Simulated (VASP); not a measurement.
# HgTe (zincblende type) (F-43m) in VASP: a series of runs

HgTe (zincblende type) is run at these levels: r2SCAN; tasks: single point.

Everything below comes from runs of VASP 6.6.1. Logs are shortened: lines on timing, memory, paths and dates and some standing lists are left out, and cuts for length are marked.

## Step 1: The cell of the first run

It takes space group F-43m (No. 216, cubic). The conventional cell has a = 6.297 Å, b = 6.297 Å, c = 6.297 Å, α = 90.00°, β = 90.00°, γ = 90.00°. Within 3.6 Å of Hg (site symmetry -43m) lie 4 Te at 2.73 Å. Te (site symmetry -43m) has 4 Hg at 2.73 Å within 3.6 Å.

## Step 2: Single point, r2SCAN (volume scaled by 0.88)

File POSCAR:

```
HgTe
1.0
    0.0000000000      3.1483183209      3.1483183209
    3.1483183209      0.0000000000      3.1483183209
    3.1483183209      3.1483183209      0.0000000000
Hg Te
1 1
Direct
    0.0000000000      0.0000000000      0.0000000000
    0.2500000000      0.2500000000      0.2500000000
```

File INCAR.step1:

```
PREC     = Accurate       # precision mode
ENCUT    = 520            # plane-wave cutoff, eV
ISMEAR   = -1             # smearing method
SIGMA    = 0.08           # smearing width, eV
LREAL    = F              # projectors in reciprocal space
LASPH    = T              # aspherical terms in the spheres
NELM     = 80             # most SCF steps
NBANDS   = 16             # bands
GGA      = PE             # functional
ALGO     = Normal         # electronic algorithm
EDIFF    = 1E-4           # SCF threshold, eV
LWAVE    = T              # write WAVECAR
LCHARG   = F              # write CHGCAR
```

File INCAR.step2:

```
PREC     = Accurate       # precision mode
ENCUT    = 520            # plane-wave cutoff, eV
EDIFF    = 1E-6           # SCF threshold, eV
ISMEAR   = -1             # smearing method
SIGMA    = 0.08           # smearing width, eV
LREAL    = F              # projectors in reciprocal space
LASPH    = T              # aspherical terms in the spheres
NELM     = 80             # most SCF steps
ALGO     = Normal         # electronic algorithm
ISIF     = 2              # what is computed and relaxed
LWAVE    = F              # write WAVECAR
LCHARG   = F              # write CHGCAR
METAGGA  = R2SCAN         # meta-GGA
LMIXTAU  = T            
NBANDS   = 16             # bands
ISTART   = 1
```

File KPOINTS:

```
regular mesh
0
Gamma
  12 12 12
```

Potentials or basis: VASP PAW PBE potentials, release 64 (Hg, Te).

Run with:

```bash
cat potpaw_PBE.64/Hg/POTCAR potpaw_PBE.64/Te/POTCAR > POTCAR
cp INCAR.step1 INCAR
mpirun -np 1 vasp_std > vasp.out
cp INCAR.step2 INCAR
mpirun -np 1 vasp_std > vasp.out
```

OUTCAR:

```text
PREC = Accurate
   ENCUT = 520
   EDIFF = 1E-6
   ISMEAR = -1
   LREAL = F
   LASPH = T
   NELM = 80
   ISIF = 2
   METAGGA = R2SCAN
   ISTART = 1

 ion  position               nearest neighbor table
   1  0.000  0.000  0.000-   2 2.73   2 2.73   2 2.73   2 2.73
   2  0.250  0.250  0.250-   1 2.73   1 2.73   1 2.73   1 2.73

  LATTYP: Found a face centered cubic cell.
 ALAT       =     6.2966366418

  Lattice vectors:

 A1 = (   0.0000000000,   3.1483183209,   3.1483183209)
 A2 = (   3.1483183209,   0.0000000000,   3.1483183209)
 A3 = (   3.1483183209,   3.1483183209,   0.0000000000)

Analysis of symmetry for initial positions (statically):
=====================================================================
 Subroutine PRICEL returns:
 Original cell was already a primitive cell.

 Routine SETGRP: Setting up the symmetry group for a
 face centered cubic supercell.

 Subroutine GETGRP returns: Found 24 space group operations
 (whereof 24 operations were pure point group operations)
 out of a pool of 48 trial point group operations.

The static configuration has the point symmetry T_d .

Analysis of symmetry for dynamics (positions and initial velocities):
=====================================================================
 Subroutine PRICEL returns:
 Original cell was already a primitive cell.

 Routine SETGRP: Setting up the symmetry group for a
 face centered cubic supercell.

 Subroutine GETGRP returns: Found 24 space group operations
 (whereof 24 operations were pure point group operations)
 out of a pool of 48 trial point group operations.

The dynamic configuration has the point symmetry T_d .

 Subroutine INISYM returns: Found 24 space group operations
 (whereof 24 operations are pure point group operations),
 and found     1 'primitive' translations

----------------------------------------------------------------------------------------

                                     Primitive cell

  volume of cell :      62.4117

  direct lattice vectors                    reciprocal lattice vectors
     0.000000000  3.148318321  3.148318321    -0.158814945  0.158814945  0.158814945
     3.148318321  0.000000000  3.148318321     0.158814945 -0.158814945  0.158814945
     3.148318321  3.148318321  0.000000000     0.158814945  0.158814945 -0.158814945

  length of vectors
     4.452394468  4.452394468  4.452394468     0.275075553  0.275075553  0.275075553

  position of ions in fractional coordinates (direct lattice)
     0.000000000  0.000000000  0.000000000
     0.250000000  0.250000000  0.250000000

  ion indices of the primitive-cell ions
   primitive index   ion index
                 1           1
                 2           2

----------------------------------------------------------------------------------------

 KPOINTS: regular mesh

Automatic generation of k-mesh.
 Grid dimensions read from file:
 generate k-points for:   12   12   12

 Generating k-lattice:

  Cartesian coordinates                     Fractional coordinates (reciprocal lattice)
    -0.013234579  0.013234579  0.013234579     0.083333333  0.000000000  0.000000000
     0.013234579 -0.013234579  0.013234579     0.000000000  0.083333333  0.000000000
     0.013234579  0.013234579 -0.013234579     0.000000000  0.000000000  0.083333333

  Length of vectors
     0.022922963  0.022922963  0.022922963

  Shift w.r.t. Gamma in fractional coordinates (k-lattice)
     0.000000000  0.000000000  0.000000000

 Subroutine IBZKPT returns following result:
 ===========================================

 Found     72 irreducible k-points:

 Following reciprocal coordinates:
            Coordinates               Weight
  0.000000  0.000000  0.000000      1.000000
  0.083333  0.000000  0.000000      8.000000
  0.166667  0.000000  0.000000      8.000000
  0.250000  0.000000  0.000000      8.000000
  0.333333  0.000000  0.000000      8.000000
  0.416667  0.000000  0.000000      8.000000
[... 16 lines left out ...]
  0.500000  0.166667  0.000000     24.000000
 -0.416667  0.166667  0.000000     24.000000
 [... further k-points ...]
   k-points           NKPTS =     72   k-points in BZ     NKDIM =     72   number of bands    NBANDS=     16
   number of dos      NEDOS =    301   number of ions     NIONS =      2
   total plane-waves  NPLWV =  46656
   dimension x,y,z NGX =    36 NGY =   36 NGZ =   36
   dimension x,y,z NGXF=    72 NGYF=   72 NGZF=   72
   ions per type =               1   1
   NGX,Y,Z   is equivalent  to a cutoff of  13.44, 13.44, 13.44 a.u.
   NGXF,Y,Z  is equivalent  to a cutoff of  26.88, 26.88, 26.88 a.u.
 SYSTEM =  unknown system
   PREC   = accura    normal or accurate (medium, high low for compatibility)
   ISTART =      1    job   : 0-new  1-cont  2-samecut
   ICHARG =      0    charge: 1-file 2-atom 10-const
   ISPIN  =      1    spin polarized calculation?
   LNONCOLLINEAR =      F non collinear calculations
   LSORBIT =      F    spin-orbit coupling
   LASPH  =      T    aspherical Exc in radial PAW
   ENCUT  =  520.0 eV  38.22 Ry    6.18 a.u.   8.28  8.28  8.28*2*pi/ulx,y,z
   NELM   =     80;   NELMIN=  2; NELMDL=  0     # of ELM steps
   EDIFF  = 0.1E-05   stopping-criterion for ELM
   LREAL  =      F    real-space projection
   EDIFFG = 0.1E-04   stopping-criterion for IOM
   NSW    =      0    number of steps for IOM
   IBRION =     -1    ionic relax: 0-MD 1-quasi-New 2-CG
   NFREE  =      0    steps in history (QN), initial steepest desc. (CG)
   ISIF   =      2    stress and relaxation
   ISYM   =      2    0-nonsym 1-usesym 2-fastsym
   POTIM  = 0.5000    time-step for ionic-motion
   TEBEG  =    0.0;   TEEND  =   0.0 temperature during run
   PSTRESS=    0.0 pullay stress
   NELECT =      18.0000    total number of electrons
   NUPDOWN=      -1.0000    fix difference up-down
   EMIN   =  10.00;   EMAX   =-10.00  energy-range for DOS
   EFERMI =   0.00;   METHOD = LEGACY
   ISMEAR =    -1;   SIGMA  =   0.08  broadening in eV -4-tet -1-fermi 0-gaus
   EFERMI_NEDOS =   21; number of points for ismear=-14 and -15
   IALGO  =     38    algorithm
   IMIX   =      4    mixing-type and parameters
     AMIX     =   0.40;   BMIX     =  1.00
     AMIX_MAG =   1.60;   BMIX_MAG =  1.00
  volume/ion in A,a.u.               =      31.21       210.59
  Fermi-wavevector in a.u.,A,eV,Ry     =   1.081626  2.043976 15.917651  1.169914
  Thomas-Fermi vector in A             =   2.217647
   LORBIT       =      0    0 simple, 1 ext, 2 COOP (PROOUT), +10 PAW based schemes
   METAGGA = R2SCAN    functional components
   LHFCALC =     F    Hartree Fock is set to
   AEXX    =    0.0000 exact exchange contribution
   IVDW    =     0    specifies the selected vdW correction
   LEPSILON=     F    determine dielectric tensor
   LRPA    =     F    only Hartree local field effects (RPA)
 non-spin polarized calculation
  energy-cutoff  :      520.00
  volume of cell :       62.41
 maximum number of plane-waves:      1701
 NGX is ok and might be reduce to    36
   NGX = 17   NGY = 17   NGZ = 17

 number of electron      18.0000001 magnetization

 Free energy of the ion-electron system (eV)
  ---------------------------------------------------
  ext. energy  EPLUGINS =         0.00000000
  ---------------------------------------------------
  free energy    TOTEN  =       -74.99034810 eV

  energy without entropy =      -74.98990433  energy(sigma->0) =      -74.99012621

 E-fermi :   3.9531     XC(G=0):  -9.7044

 val. band max:        3.7659709691   @ k =   0.0000   0.0000   0.0000
 cond. band min:       4.5046227896   @ k =   0.0833   0.0000   0.0000
 fundamental gap:      0.7386518204
 Fermi energy:         3.9531230370

 k-point     1 :       0.0000    0.0000    0.0000
  band No.  band energies     occupation
      1      -9.2852      2.00000
      2      -4.3968      2.00000
      3      -4.3968      2.00000
      4      -4.3968      2.00000
      5      -3.7147      2.00000
      6      -3.7147      2.00000
[... 8 lines left out ...]
     15      13.9074      0.00000
     16      13.9074      0.00000

 k-point     2 :       0.0833    0.0000    0.0000
  band No.  band energies     occupation
      1      -9.2423      2.00000
      2      -4.3845      2.00000
      3      -4.3843      2.00000
      4      -4.3843      2.00000
      5      -3.7162      2.00000
      6      -3.7162      2.00000
[... 8 lines left out ...]
     15      13.2308      0.00000
     16      13.2308      0.00000

 k-point     3 :       0.1667    0.0000    0.0000
  band No.  band energies     occupation
      1      -9.1218      2.00000
      2      -4.3512      2.00000
      3      -4.3512      2.00000
      4      -4.3365      2.00000
      5      -3.7186      2.00000
      6      -3.7186      2.00000
[... 8 lines left out ...]
     15      12.7583      0.00000
     16      12.7583      0.00000

 k-point     4 :       0.2500    0.0000    0.0000
  band No.  band energies     occupation
      1      -8.9496      2.00000
      2      -4.3090      2.00000
      3      -4.3090      2.00000
      4      -4.2219      2.00000
      5      -3.7166      2.00000
      6      -3.7166      2.00000
[... 8 lines left out ...]
     15      12.7104      0.00000
     16      12.7104      0.00000
[... 324 lines left out ...]
 k-point    22 :       0.4167    0.1667    0.0000
  band No.  band energies     occupation
      1      -8.6174      2.00000
      2      -4.2470      2.00000
      3      -4.1818      2.00000
      4      -3.9422      2.00000
      5      -3.6755      2.00000
      6      -3.6421      2.00000
[... 8 lines left out ...]
     15      13.7528      0.00000
     16      14.5370      0.00000

 k-point    23 :       0.5000    0.1667    0.0000
  band No.  band energies     occupation
      1      -8.5180      2.00000
      2      -4.2229      2.00000
      3      -4.1717      2.00000
      4      -3.7948      2.00000
      5      -3.6821      2.00000
      6      -3.4031      2.00000
[... 8 lines left out ...]
     15      14.1030      0.00000
     16      14.5789      0.00000

 k-point    24 :      -0.4167    0.1667    0.0000
  band No.  band energies     occupation
      1      -8.5051      2.00000
      2      -4.2136      2.00000
      3      -4.1810      2.00000
      4      -3.7419      2.00000
      5      -3.7015      2.00000
      6      -3.3368      2.00000
[... 8 lines left out ...]
     15      13.6748      0.00000
     16      13.9439      0.00000

 [... further k-points ...]
[... 5 lines left out ...]
  --------------------------------------------------------------------------------------
  -------------------------------------------------------------------------------------
  Total        2.8323503      2.8323503      2.8323503      0.0000000      0.0000000     -0.0000000
  in kB       72.7095817     72.7095817     72.7095817      0.0000000      0.0000000     -0.0000000
  external PRESSURE =      72.7095817 kB  Pullay stress =       0.0000000 kB

 VOLUME and BASIS-vectors are now :
 -----------------------------------------------------------------------------
  energy-cutoff  :      520.00
  volume of cell :       62.41
      direct lattice vectors                 reciprocal lattice vectors
     0.000000000  3.148318321  3.148318321    -0.158814945  0.158814945  0.158814945
     3.148318321  0.000000000  3.148318321     0.158814945 -0.158814945  0.158814945
     3.148318321  3.148318321  0.000000000     0.158814945  0.158814945 -0.158814945

 POSITION                                       TOTAL-FORCE (eV/Angst)
 -----------------------------------------------------------------------------------
      0.00000      0.00000      0.00000         0.000000     -0.000000      0.000000
      1.57416      1.57416      1.57416        -0.000000      0.000000     -0.000000
 -----------------------------------------------------------------------------------
    total drift:                               -0.000000     -0.000000     -0.000000

  FREE ENERGIE OF THE ION-ELECTRON SYSTEM (eV)
  ---------------------------------------------------
  free  energy   TOTEN  =       -74.9903480960 eV

  energy  without entropy=      -74.9899043263  energy(sigma->0) =      -74.99012621
```

Run time: 4 min. Hardware: 1 thread of Intel Xeon Platinum 8259CL at 2.50GHz (Skylake/Cascade Lake), shared host; peak memory 0.26 GiB.

Results:

| Property | Result |
| --- | --- |
| Free energy | -74.9903 eV |
| Pressure | 7.3 GPa |
| Band gap on the k mesh | zero (filled and empty bands touch) |

Levels at points of the mesh, in eV from the Fermi level:
```tsv
k point	band 6	band 7	band 8	band 9	band 10	band 11	band 12	band 13
(0.00, 0.00, 0.00)	-7.67	-0.38	-0.19	-0.19	-0.19	4.20	4.20	4.20
(0.50, 0.00, 0.00)	-7.29	-6.42	-1.39	-1.39	0.78	5.08	5.08	6.92
(0.50, 0.50, 0.00)	-7.08	-6.25	-2.92	-2.92	1.84	2.33	8.88	9.58
```

Caveat: the PAW data sets were made with another functional, which shifts forces and pressure a little; spin-orbit coupling is left out, which moves the levels of the heavy elements.

(Part 1 of 2 ends here.)
